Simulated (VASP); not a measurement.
# BaS (Fm-3m) in VASP: notebook

Runs on BaS. Level: PBE. Tasks: single point.

Program: VASP 6.6.1. These are calculated values, not measurements. Logs are shortened: lines on timing, memory, paths and dates and some standing lists are left out, and cuts for length are marked.

## 1. The cell of the first run

The structure is cubic, space group Fm-3m (No. 225). The conventional cell has a = 6.191 Å, b = 6.191 Å, c = 6.191 Å, α = 90.00°, β = 90.00°, γ = 90.00°. Ba (site symmetry m-3m) has 6 S at 3.10 Å within 4.1 Å. S (site symmetry m-3m) has 6 Ba at 3.10 Å within 4.1 Å.

## 2. Single point, PBE

File INCAR:

```
SYSTEM = BaS
ALGO = Normal
EDIFF = 1E-6
ENCUT = 500
GGA = PE
GGA_COMPAT = .FALSE.
ISIF = 2
ISMEAR = 0
LASPH = .TRUE.
LCHARG = .FALSE.
LREAL = .FALSE.
LWAVE = .FALSE.
NBANDS = 15
NELM = 120
PREC = Accurate
SIGMA = 0.01
```

File KPOINTS:

```
k-points
0
G
  4 4 4
  0 0 0
```

File POSCAR:

```
BaS
1.0
    0.0000000000      3.0954921000      3.0954921000
    3.0954921000      0.0000000000      3.0954921000
    3.0954921000      3.0954921000      0.0000000000
Ba S
1 1
Direct
    0.0000000000      0.0000000000      0.0000000000
    0.5000000000      0.5000000000      0.5000000000
```

Potentials or basis: VASP PAW PBE potentials, release 64 (Ba_sv, S).

On the command line:

```bash
cat potpaw_PBE.64/Ba_sv/POTCAR potpaw_PBE.64/S/POTCAR > POTCAR
mpirun -np 1 vasp_std > vasp.out
```

OUTCAR:

```text
SYSTEM = BaS
   EDIFF = 1E-6
   ENCUT = 500
   GGA = PE
   ISIF = 2
   ISMEAR = 0
   LASPH = .TRUE.
   LREAL = .FALSE.
   NELM = 120
   PREC = Accurate

 ion  position               nearest neighbor table
   1  0.000  0.000  0.000-   2 3.10   2 3.10   2 3.10   2 3.10   2 3.10   2 3.10
   2  0.500  0.500  0.500-   1 3.10   1 3.10   1 3.10   1 3.10   1 3.10   1 3.10

  LATTYP: Found a face centered cubic cell.
 ALAT       =     6.1909842000

  Lattice vectors:

 A1 = (   0.0000000000,   3.0954921000,   3.0954921000)
 A2 = (   3.0954921000,   0.0000000000,   3.0954921000)
 A3 = (   3.0954921000,   3.0954921000,   0.0000000000)

Analysis of symmetry for initial positions (statically):
=====================================================================
 Subroutine PRICEL returns:
 Original cell was already a primitive cell.

 Routine SETGRP: Setting up the symmetry group for a
 face centered cubic supercell.

 Subroutine GETGRP returns: Found 48 space group operations
 (whereof 48 operations were pure point group operations)
 out of a pool of 48 trial point group operations.

The static configuration has the point symmetry O_h .

Analysis of symmetry for dynamics (positions and initial velocities):
=====================================================================
 Subroutine PRICEL returns:
 Original cell was already a primitive cell.

 Routine SETGRP: Setting up the symmetry group for a
 face centered cubic supercell.

 Subroutine GETGRP returns: Found 48 space group operations
 (whereof 48 operations were pure point group operations)
 out of a pool of 48 trial point group operations.

The dynamic configuration has the point symmetry O_h .

 Subroutine INISYM returns: Found 48 space group operations
 (whereof 48 operations are pure point group operations),
 and found     1 'primitive' translations

----------------------------------------------------------------------------------------

                                     Primitive cell

  volume of cell :      59.3225

  direct lattice vectors                    reciprocal lattice vectors
     0.000000000  3.095492100  3.095492100    -0.161525206  0.161525206  0.161525206
     3.095492100  0.000000000  3.095492100     0.161525206 -0.161525206  0.161525206
     3.095492100  3.095492100  0.000000000     0.161525206  0.161525206 -0.161525206

  length of vectors
     4.377686910  4.377686910  4.377686910     0.279769864  0.279769864  0.279769864

  position of ions in fractional coordinates (direct lattice)
[... 72 lines left out ...]
   PSTRESS=    0.0 pullay stress
   NELECT =      16.0000    total number of electrons
   NUPDOWN=      -1.0000    fix difference up-down
   EMIN   =  10.00;   EMAX   =-10.00  energy-range for DOS
   EFERMI =   0.00;   METHOD = LEGACY
   ISMEAR =     0;   SIGMA  =   0.01  broadening in eV -4-tet -1-fermi 0-gaus
   EFERMI_NEDOS =   21; number of points for ismear=-14 and -15
   IALGO  =     38    algorithm
   IMIX   =      4    mixing-type and parameters
     AMIX     =   0.40;   BMIX     =  1.00
     AMIX_MAG =   1.60;   BMIX_MAG =  1.00
  volume/ion in A,a.u.               =      29.66       200.16
  Fermi-wavevector in a.u.,A,eV,Ry     =   1.057731  1.998821 15.222121  1.118794
  Thomas-Fermi vector in A             =   2.193014
   LORBIT       =      0    0 simple, 1 ext, 2 COOP (PROOUT), +10 PAW based schemes
   GGA     = PE    functional components
   LHFCALC =     F    Hartree Fock is set to
   AEXX    =    0.0000 exact exchange contribution
   IVDW    =     0    specifies the selected vdW correction
   LEPSILON=     F    determine dielectric tensor
   LRPA    =     F    only Hartree local field effects (RPA)
 non-spin polarized calculation
 Gauss-broadening in eV      SIGMA  =   0.01
  energy-cutoff  :      500.00
  volume of cell :       59.32
 maximum number of plane-waves:      1540
   NGX = 15   NGY = 15   NGZ = 15

 number of electron      15.9999999 magnetization

 Free energy of the ion-electron system (eV)
  ---------------------------------------------------
  ext. energy  EPLUGINS =         0.00000000
  ---------------------------------------------------
  free energy    TOTEN  =       -10.03288488 eV

  energy without entropy =      -10.03288488  energy(sigma->0) =      -10.03288488

 E-fermi :   2.0800     XC(G=0):  -9.0205

 val. band max:        1.9813191467   @ k =   0.0000   0.0000   0.0000
 cond. band min:       3.8942949099   @ k =   0.5000   0.5000   0.0000
 fundamental gap:      1.9129757633
 Fermi energy:         2.0800134279

 k-point     1 :       0.0000    0.0000    0.0000
  band No.  band energies     occupation
      1     -23.8292      2.00000
      2      -8.8669      2.00000
      3      -8.8669      2.00000
      4      -8.8669      2.00000
      5      -8.5288      2.00000
      6       1.9813      2.00000
      7       1.9813      2.00000
      8       1.9813      2.00000
      9       5.8306      0.00000
     10       5.8306      0.00000
     11       5.8306      0.00000
     12       6.0574      0.00000
     13       6.8597      0.00000
     14       6.8597      0.00000
[... 113 lines left out ...]
      2      -9.7084      2.00000
      3      -9.3477      2.00000
      4      -9.3477      2.00000
      5      -7.6033      2.00000
      6       0.7009      2.00000
      7       1.5554      2.00000
      8       1.5554      2.00000
      9       6.3310      0.00000
     10       6.3310      0.00000
     11       8.7586      0.00000
     12       9.2786      0.00000
     13      10.0087      0.00000
     14      12.4136      0.00000
     15      13.3334      0.00000

------------------------ aborting loop because EDIFF is reached ----------------------------------------

  FORCE on cell =-STRESS in cart. coord.  units (eV):
  Direction    XX          YY          ZZ          XY          YZ          ZX
  --------------------------------------------------------------------------------------
  -------------------------------------------------------------------------------------
  Total        2.5836328      2.5836328      2.5836328      0.0000000      0.0000000      0.0000000
  in kB       69.7786035     69.7786035     69.7786035      0.0000000      0.0000000      0.0000000
  external PRESSURE =      69.7786035 kB  Pullay stress =       0.0000000 kB

 VOLUME and BASIS-vectors are now :
 -----------------------------------------------------------------------------
  energy-cutoff  :      500.00
  volume of cell :       59.32
      direct lattice vectors                 reciprocal lattice vectors
     0.000000000  3.095492100  3.095492100    -0.161525206  0.161525206  0.161525206
     3.095492100  0.000000000  3.095492100     0.161525206 -0.161525206  0.161525206
     3.095492100  3.095492100  0.000000000     0.161525206  0.161525206 -0.161525206

 POSITION                                       TOTAL-FORCE (eV/Angst)
 -----------------------------------------------------------------------------------
      0.00000      0.00000      0.00000         0.000000      0.000000      0.000000
      3.09549      3.09549      3.09549         0.000000     -0.000000     -0.000000
 -----------------------------------------------------------------------------------
    total drift:                                0.000000     -0.000000     -0.000000

  FREE ENERGIE OF THE ION-ELECTRON SYSTEM (eV)
  ---------------------------------------------------
  free  energy   TOTEN  =       -10.0328848830 eV

  energy  without entropy=      -10.0328848830  energy(sigma->0) =      -10.03288488
```

OSZICAR:

```text
N       E                     dE             d eps       ncg     rms          rms(c)
DAV:   1     0.763328259365E+02    0.76333E+02   -0.67377E+03   240   0.913E+02
DAV:   2    -0.621423908478E+01   -0.82547E+02   -0.73514E+02   347   0.163E+02
DAV:   3    -0.104022181044E+02   -0.41880E+01   -0.41591E+01   282   0.384E+01
DAV:   4    -0.104951759563E+02   -0.92958E-01   -0.92931E-01   327   0.612E+00
DAV:   5    -0.104972886746E+02   -0.21127E-02   -0.21127E-02   296   0.744E-01    0.556E+00
DAV:   6    -0.100224571655E+02    0.47483E+00   -0.63258E-01   282   0.483E+00    0.384E+00
DAV:   7    -0.100200773019E+02    0.23799E-02   -0.18616E-01   304   0.245E+00    0.228E+00
DAV:   8    -0.100315241482E+02   -0.11447E-01   -0.20990E-02   282   0.106E+00    0.235E-01
DAV:   9    -0.100321487504E+02   -0.62460E-03   -0.29053E-03   303   0.406E-01    0.108E-01
DAV:  10    -0.100328250769E+02   -0.67633E-03   -0.73220E-04   268   0.191E-01    0.331E-02
DAV:  11    -0.100328832919E+02   -0.58215E-04   -0.93869E-05   296   0.621E-02    0.791E-03
DAV:  12    -0.100328849465E+02   -0.16546E-05   -0.41061E-06   303   0.131E-02    0.531E-03
DAV:  13    -0.100328848830E+02    0.63481E-07   -0.30036E-07   211   0.337E-03
   1 F= -.10032885E+02 E0= -.10032885E+02  d E =-.131679E-45
```

Run time: 5 s. Hardware: 1 thread of Intel Xeon Platinum 8559C (Emerald Rapids), shared host; peak memory 0.17 GiB.

Results:

```
Free energy            : -10.0329 eV
Pressure               : 7.0 GPa
Band gap on the k mesh : 1.91 eV, indirect (least direct gap 1.99 eV)
```

Caveat: the k points lie up to 0.44 Å⁻¹ apart; spin-orbit coupling is left out, which moves the levels of the heavy elements. A k mesh can miss the band edges.

## 3. Single point, PBE

This run uses another cell than the first one, of 31.55 Å³/atom, 1.064 times its volume.

File INCAR:

```
SYSTEM = BaS
PREC = Accurate
ENCUT = 500
EDIFF = 1E-6
ISMEAR = 0
SIGMA = 0.01
LREAL = .False.
LASPH = .True.
NELM = 120
ALGO = Normal
ISIF = 2
LWAVE = .False.
LCHARG = .False.
GGA = PE
NBANDS = 15
GGA_COMPAT = .False.
```

File KPOINTS:

```
regular mesh
0
Gamma
  4 4 4
  0 0 0
```

File POSCAR:

```
BaS
1.0
    0.0000000000      3.1600000000      3.1600000000
    3.1600000000      0.0000000000      3.1600000000
    3.1600000000      3.1600000000      0.0000000000
Ba S
1 1
Direct
    0.0000000000      0.0000000000      0.0000000000
    0.5000000000      0.5000000000      0.5000000000
```

Potentials or basis: VASP PAW PBE potentials, release 64 (Ba_sv, S).

On the command line:

```bash
cat potpaw_PBE.64/Ba_sv/POTCAR potpaw_PBE.64/S/POTCAR > POTCAR
mpirun -np 1 vasp_std > vasp.out
```

OUTCAR:

```text
SYSTEM = BaS
   PREC = Accurate
   ENCUT = 500
   EDIFF = 1E-6
   ISMEAR = 0
   LREAL = .False.
   LASPH = .True.
   NELM = 120
   ISIF = 2
   GGA = PE

 ion  position               nearest neighbor table
   1  0.000  0.000  0.000-   2 3.16   2 3.16   2 3.16   2 3.16   2 3.16   2 3.16
   2  0.500  0.500  0.500-   1 3.16   1 3.16   1 3.16   1 3.16   1 3.16   1 3.16

  LATTYP: Found a face centered cubic cell.
 ALAT       =     6.3200000000

  Lattice vectors:

 A1 = (   0.0000000000,   3.1600000000,   3.1600000000)
 A2 = (   3.1600000000,   0.0000000000,   3.1600000000)
[... 312 lines left out ...]

  FORCE on cell =-STRESS in cart. coord.  units (eV):
  Direction    XX          YY          ZZ          XY          YZ          ZX
  --------------------------------------------------------------------------------------
  -------------------------------------------------------------------------------------
  Total        1.2225326      1.2225326      1.2225326      0.0000000     -0.0000000      0.0000000
  in kB       31.0370043     31.0370043     31.0370043      0.0000000     -0.0000000      0.0000000
  external PRESSURE =      31.0370043 kB  Pullay stress =       0.0000000 kB

 VOLUME and BASIS-vectors are now :
 -----------------------------------------------------------------------------
  energy-cutoff  :      500.00
  volume of cell :       63.11
      direct lattice vectors                 reciprocal lattice vectors
     0.000000000  3.160000000  3.160000000    -0.158227848  0.158227848  0.158227848
     3.160000000  0.000000000  3.160000000     0.158227848 -0.158227848  0.158227848
     3.160000000  3.160000000  0.000000000     0.158227848  0.158227848 -0.158227848

 POSITION                                       TOTAL-FORCE (eV/Angst)
 -----------------------------------------------------------------------------------
      0.00000      0.00000      0.00000         0.000000      0.000000      0.000000
      3.16000      3.16000      3.16000         0.000000      0.000000      0.000000
 -----------------------------------------------------------------------------------
    total drift:                                0.000000      0.000000      0.000000

  FREE ENERGIE OF THE ION-ELECTRON SYSTEM (eV)
  ---------------------------------------------------
  free  energy   TOTEN  =       -10.1503559624 eV

  energy  without entropy=      -10.1503559624  energy(sigma->0) =      -10.15035596
```

stdout:

```text
POSCAR found type information on POSCAR BaS
 POSCAR found :  2 types and       2 ions
 scaLAPACK will be used
 LDA part: xc-table for (Slater+PW92), standard interpolation
 POSCAR, INCAR and KPOINTS ok, starting setup
 FFT: planning ... GRIDC
 FFT: planning ... GRID_SOFT
 FFT: planning ... GRID
 WAVECAR not read
 entering main loop
```

It took 8.4 s on 1 thread of Intel Xeon Platinum 8559C (Emerald Rapids), shared host; peak memory 0.2 GiB.

What came out:

```yaml
Free_energy: -10.1504 eV
Pressure: 3.1 GPa
Band_gap_on_the_k_mesh: 2.04 eV, indirect (least direct gap 2.16 eV)
```

Levels at points of the mesh, in eV from the valence-band top:
| k point | band 4 | band 5 | band 6 | band 7 | band 8 | band 9 | band 10 | band 11 | band 12 | band 13 |
| --- | --- | --- | --- | --- | --- | --- | --- | --- | --- | --- |
| (0.00, 0.00, 0.00) | -11.04 | -10.41 | 0.00 | 0.00 | 0.00 | 3.75 | 3.86 | 3.86 | 3.86 | 4.82 |
| (0.50, 0.00, 0.00) | -11.08 | -9.02 | -2.01 | -1.15 | -1.15 | 5.65 | 5.78 | 6.42 | 6.42 | 9.06 |
| (0.50, 0.50, 0.00) | -11.25 | -10.32 | -0.48 | -0.12 | -0.12 | 2.04 | 6.01 | 6.22 | 7.66 | 7.66 |

Caveat: the k points lie up to 0.43 Å⁻¹ apart; spin-orbit coupling is left out, which moves the levels of the heavy elements. A k mesh can miss the band edges.
